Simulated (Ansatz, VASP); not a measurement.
# InP: VASP beside Ansatz

INCAR

```
PREC     = Accurate       # precision mode
ENCUT    = 520            # plane-wave cutoff, eV
EDIFF    = 1E-7           # SCF threshold, eV
ISMEAR   = 0              # smearing method
SIGMA    = 0.01           # smearing width, eV
LREAL    = F              # projectors in reciprocal space
LASPH    = T              # aspherical terms in the spheres
NELM     = 100            # most SCF steps
ALGO     = Normal         # electronic algorithm
ISIF     = 2              # what is computed and relaxed
LWAVE    = F              # write WAVECAR
LCHARG   = T              # write CHGCAR
GGA      = PE             # functional
LELF     = T              # ELF
LVHAR    = T            
NBANDS   = 16             # bands
```

Contents of KPOINTS:

```
regular mesh
0
Gamma
  6 6 6
```

File POSCAR:

```
InP
1.0
    0.0000000000      3.0384811455      3.0384811455
    3.0384811455      0.0000000000      3.0384811455
    3.0384811455      3.0384811455      0.0000000000
In P
1 1
Direct
    0.0000000000      0.0000000000      0.0000000000
    0.2500000000      0.2500000000      0.2500000000
```

Input for Ansatz:

```yaml
crystal:
  lattice:
    - [0.0, 3.0384811455, 3.0384811455]
    - [3.0384811455, 0.0, 3.0384811455]
    - [3.0384811455, 3.0384811455, 0.0]
  atoms:
    - { symbol: In, position: [0.0, 0.0, 0.0] }
    - { symbol: P, position: [0.25, 0.25, 0.25] }
kpoints:
  mp_grid: { grid: [6, 6, 6] }
hamiltonian:
  xc: pbe
scf:
  occupations: { method: fixed }
  n_extra_bands: 4
output:
  forces: true
  stress: true
  eigenvalues: true
```

Alike in both runs: task single point; functional PBE; k mesh 6 × 6 × 6; no spin polarisation.

```csv
,VASP,Ansatz
version,VASP 6.6.1,Ansatz 0.2.0
potentials or method,"VASP PAW PBE potentials, release 64 (In_d, P)","plane waves, PAW"
plane-wave cutoff (eV),520,420
occupations,"gaussian, width 0.01 eV",fixed
valence electrons in the cell,18,18
```

|  | VASP | Ansatz | Ansatz less VASP |
| --- | --- | --- | --- |
| gap on the k mesh at the Fermi level (eV) | 0.12 | 0.12 | +0.003 |
| pressure (GPa) | -3.1 | -3.1 | +0.03 |
